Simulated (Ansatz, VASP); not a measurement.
## BeTe in VASP and in Ansatz

POSCAR

```
BeTe
1.0
    0.0000000000      2.8286236287      2.7426334704
    2.8286236287      0.0000000000      2.7426334704
    2.8286236287      2.8286236287      0.0000000000
Be Te
1 1
Direct
    0.0000000000      0.0000000000      0.0000000000
    0.2500000000      0.2500000000      0.2500000000
```

File INCAR.step1:

```
SYSTEM = BeTe
ALGO = Normal
EDIFF = 1E-5
ENCUT = 520
GGA = PE
ISIF = 2
ISMEAR = 0
LASPH = .TRUE.
LCHARG = .FALSE.
LREAL = .FALSE.
LWAVE = .TRUE.
NBANDS = 11
NELM = 100
PREC = Accurate
SIGMA = 0.01
```

Contents of INCAR.step2:

```
SYSTEM = BeTe
ALGO = Normal
EDIFF = 1E-6
ENCUT = 520
GGA = PE
HFSCREEN = 0.2079
ISIF = 2
ISMEAR = 0
ISTART = 1
LASPH = .TRUE.
LCHARG = .FALSE.
LHFCALC = .TRUE.
LREAL = .FALSE.
LWAVE = .FALSE.
NBANDS = 11
NELM = 100
PREC = Accurate
PRECFOCK = Normal
SIGMA = 0.01
```

Contents of KPOINTS:

```
k-points
0
G
  6 6 6
  0 0 0
```

Input for Ansatz:

```yaml
crystal:
  lattice:
    - [0.0, 2.8286236287, 2.7426334704]
    - [2.8286236287, 0.0, 2.7426334704]
    - [2.8286236287, 2.8286236287, 0.0]
  atoms:
    - { symbol: Be, position: [0.0, 0.0, 0.0] }
    - { symbol: Te, position: [0.25, 0.25, 0.25] }
kpoints:
  mp_grid: { grid: [6, 6, 6] }
  band_path:
    path:
      - [0.0, 0.0, 0.0]
      - [-0.5, -0.5, 0.0]
      - [-0.375, -0.375, 0.25]
      - [-0.375, 0.0, 0.375]
      - [0.0, 0.0, 0.5]
      - [-0.5, -0.25, 0.25]
    npoints: 1
hamiltonian:
  xc: hse06
scf:
  occupations: { method: fixed }
  n_extra_bands: 4
output:
  forces: true
  stress: true
  eigenvalues: true
```

Change from the starting cell: uniaxial_z strain -3.0%.

Alike in both runs: task single point; functional HSE06; k mesh 6 × 6 × 6; no spin polarisation.

```csv
,VASP,Ansatz
version,VASP 6.6.1,Ansatz 0.2.0
potentials or method,"VASP PAW PBE potentials, release 64 (Be, Te)","plane waves, PAW"
plane-wave cutoff (eV),520,420
occupations,"gaussian, width 0.01 eV",fixed
valence electrons in the cell,8,18
```

Ansatz gave:

- gap on the k mesh at the Fermi level (eV): 2.36
- pressure (GPa): 1.1
- traceless stress, the component that is largest in VASP (GPa): 1.29

Q: Estimate VASP's values.

A: gap on the k mesh at the Fermi level (eV): 2.34; pressure (GPa): 0.9; traceless stress, the component that is largest in VASP (GPa): 1.28.

VASP's potentials hold 8 valence electrons a cell and Ansatz's 18, so a difference there can come from the potentials and not from the codes. Ansatz's warnings: stress exchange threshold loose, stress scf threshold loose.

Neither program's run includes spin-orbit coupling.
